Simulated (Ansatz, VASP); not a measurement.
One calculation of Ti, two programs

File INCAR:

```
SYSTEM = Ti
PREC = Accurate
ENCUT = 520
EDIFF = 1E-6
ISMEAR = 0
SIGMA = 0.1
LREAL = .FALSE.
LASPH = .TRUE.
NELM = 100
ALGO = Normal
ISIF = 2
LWAVE = .FALSE.
LCHARG = .TRUE.
LELF = .TRUE.
LVHAR = .TRUE.
NBANDS = 12
```

Contents of KPOINTS:

```
Automatic mesh
0
G
  8 8 8
  0 0 0
```

Contents of POSCAR:

```
Ti
1.0
   -1.5702098255      1.5702098255      1.5702098255
    1.5702098255     -1.5702098255      1.5702098255
    1.5702098255      1.5702098255     -1.5702098255
Ti
1
Direct
    0.0000000000      0.0000000000      0.0000000000
```

Input for Ansatz:

```yaml
crystal:
  lattice:
    - [-1.5702098255432881, 1.5702098255432884, 1.5702098255432886]
    - [1.5702098255432881, -1.5702098255432884, 1.5702098255432877]
    - [1.5702098255432881, 1.5702098255432884, -1.5702098255432886]
  atoms:
    - { symbol: Ti, position: [-5.723023066020495e-35, -6.638029866279403e-34, -1.0497585047489877e-33] }
basis:
  ecutwfc: 470.0
kpoints:
  mp_grid:
    grid: [8, 8, 8]
hamiltonian:
  xc: lda
scf:
  occupations:
    method: gaussian
output:
  forces: true
  stress: true
```

Alike in both runs: task single point; functional LDA; k mesh 8 × 8 × 8; no spin polarisation.

```csv
,VASP,Ansatz
version,VASP 6.6.1,Ansatz 0.2.0
potentials or method,"VASP PAW LDA potentials, release 64 (Ti_sv), cutoff 520 eV","plane waves, PAW"
occupations,"gaussian, width 0.1 eV",gaussian
valence electrons in the cell,12,12
```

|  | VASP | Ansatz | Ansatz less VASP |
| --- | --- | --- | --- |
| pressure (GPa) | 3.2 | 3.3 | +0.16 |

LDA's correlation is that of Perdew and Zunger in VASP and of Perdew and Wang (1992) in Ansatz.
